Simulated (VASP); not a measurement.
Wanted: the native input for a VASP 6.6.1 run.

| Item | Value |
| --- | --- |
| Task | single point |
| Functional | PBEsol |
| Potentials or basis | VASP PAW PBE potentials, release 64 (Cd, Se) |
| Cutoff | 520 eV |
| k mesh | 10 × 10 × 6 |
| Occupations | gaussian, width 0.05 eV |
| Spin | no spin polarisation |
| Dipole correction | no |
| Further INCAR settings | ALGO = Normal; EDIFF = 1e-07; NBANDS = 26 |

The structure of CdSe lies in POSCAR:

```
CdSe
1.0
    4.2984999141      0.0000000000      0.0000000000
   -2.1492499571      3.7226101238      0.0000000000
    0.0000000000      0.0000000000      7.0151999999
Cd Se
2 2
Direct
    0.6666666667      0.3333333333      0.0000000000
    0.3333333333      0.6666666667      0.5000000000
    0.6666666667      0.3333333333      0.3750000000
    0.3333333333      0.6666666667      0.8750000000
```

These files were run (other wordings do the same):

INCAR

```
  PREC = Accurate
  ENCUT = 520
  EDIFF = 1E-7
  ISMEAR = 0
  SIGMA = 0.05
  LREAL = False
  LASPH = True
  NELM = 100
  ALGO = Normal
  ISIF = 2
  LWAVE = False
  LCHARG = True
  GGA = PS
  LELF = True
  LVHAR = True
  NBANDS = 26
```

KPOINTS

```
Automatic mesh
0
Gamma
  10 10 6
```

Potentials or basis: VASP PAW PBE potentials, release 64 (Cd, Se).

Run with:

```console
$ cat potpaw_PBE.64/Cd/POTCAR potpaw_PBE.64/Se/POTCAR > POTCAR
$ mpirun -np 1 vasp_std > vasp.out
```

It gave:

```yaml
Pressure: 0.5 GPa
Largest_force: 0.023 eV/Å
Band_gap_on_the_k_mesh: 0.54 eV, direct
```

Caveat: the PAW data sets were made with another functional, which shifts forces and pressure a little.

It used 120 s of CPU time on 1 thread of AMD EPYC 7R13 Processor (Zen 3), on a shared host.
